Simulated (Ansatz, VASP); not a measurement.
# ZnSe: VASP beside Ansatz

The input INCAR:

```
  PREC = Accurate
  ENCUT = 520
  EDIFF = 1E-6
  ISMEAR = 0
  SIGMA = 0.1
  LREAL = F
  LASPH = T
  NELM = 100
  ALGO = Normal
  ISIF = 2
  LWAVE = F
  LCHARG = F
  GGA = PE
  IVDW = 12
  NBANDS = 26
```

Contents of KPOINTS:

```
regular mesh
0
Gamma
  4 4 4
```

File POSCAR:

```
ZnSe
1.0
    4.1077020000      0.0000000000      0.0000000000
    0.0000000000      4.1077020000      0.0000000000
    0.0000000000      0.0000000000      6.0703500000
Zn Se
2 2
Direct
    0.0000000000      0.0000000000      0.0000000000
    0.5000000000      0.5000000000      0.0000000000
    0.0000000000      0.5000000000      0.2462800000
    0.5000000000      0.0000000000      0.7537200000
```

Input for Ansatz:

```yaml
crystal:
  lattice:
    - [4.107702, 0.0, 0.0]
    - [0.0, 4.107702, 0.0]
    - [0.0, 0.0, 6.07035]
  atoms:
    - { symbol: Zn, position: [0.0, 0.0, 0.0] }
    - { symbol: Zn, position: [0.5, 0.5, 0.0] }
    - { symbol: Se, position: [0.0, 0.5, 0.24628] }
    - { symbol: Se, position: [0.5, 0.0, 0.75372] }
basis:
  ecutwfc: 420
kpoints:
  mp_grid: { grid: [4, 4, 4] }
hamiltonian:
  xc: pbe
  dispersion: d3bj
scf:
  occupations: { method: gaussian, width: 0.1 }
output:
  forces: true
  stress: true
  eigenvalues: true
```

Alike in both runs: task single point; functional PBE; dispersion D3(BJ); k mesh 4 × 4 × 4; occupations gaussian, width 0.1 eV; no spin polarisation.

|  | VASP | Ansatz |
| --- | --- | --- |
| version | VASP 6.6.1 | Ansatz 0.2.0 |
| potentials or method | VASP PAW PBE potentials, release 64 (Zn, Se), cutoff 520 eV | scalar-relativistic, plane waves, PAW |
| valence electrons in the cell | 36 | 56 |

|  | VASP | Ansatz | Ansatz less VASP |
| --- | --- | --- | --- |
| gap on the k mesh at the Fermi level (eV) | 1.93 | 1.94 | +0.008 |
| least direct gap on the mesh (eV) | 1.93 | 1.94 | +0.008 |
| pressure (GPa) | -1.8 | -1.9 | -0.19 |
| traceless stress, the component that is largest in VASP (GPa) | -0.05 | -0.05 | 0.000 |
| rms of the force components (eV/Å) | 0.020 | 0.036 | +0.0159 |

Atom by atom the forces differ by 0.016 eV/Å (rms over components). VASP's potentials hold 36 valence electrons a cell and Ansatz's 56, so a difference there can come from the potentials and not from the codes.
